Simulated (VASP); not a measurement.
Input of a VASP 6.6.1 run:

File INCAR:

```
ALGO = Fast ; EDIFF = 1E-7
ENCUT = 520 ; ISIF = 2
ISMEAR = 0 ; LASPH = T
LCHARG = F ; LREAL = F
LWAVE = F ; NBANDS = 18
NELM = 80 ; PREC = Accurate
SIGMA = 0.1
```

The input KPOINTS:

```
k-points
0
Gamma
  12 12 6
```

POSCAR

```
Y
1.0
    3.5482707538      0.0000000028      0.0000000000
   -1.7741353793      3.0728926109      0.0000000000
    0.0000000000      0.0000000000      5.4939439604
Y
2
Direct
    0.3333333333      0.6666666667      0.2500000000
    0.6666666667      0.3333333333      0.7500000000
```

Potentials or basis: VASP PAW LDA potentials, release 64 (Y_sv).

Command:

```console
$ cat potpaw_LDA.64/Y_sv/POTCAR > POTCAR
$ mpirun -np 1 vasp_std > vasp.out
```

Question: What does it give for the band gap on the k mesh?

Answer: Zero (band 11 reaches 4.66 eV, above the bottom of band 12 at 2.87 eV).

Question: Predict the pressure.

Answer: -0.1 GPa.
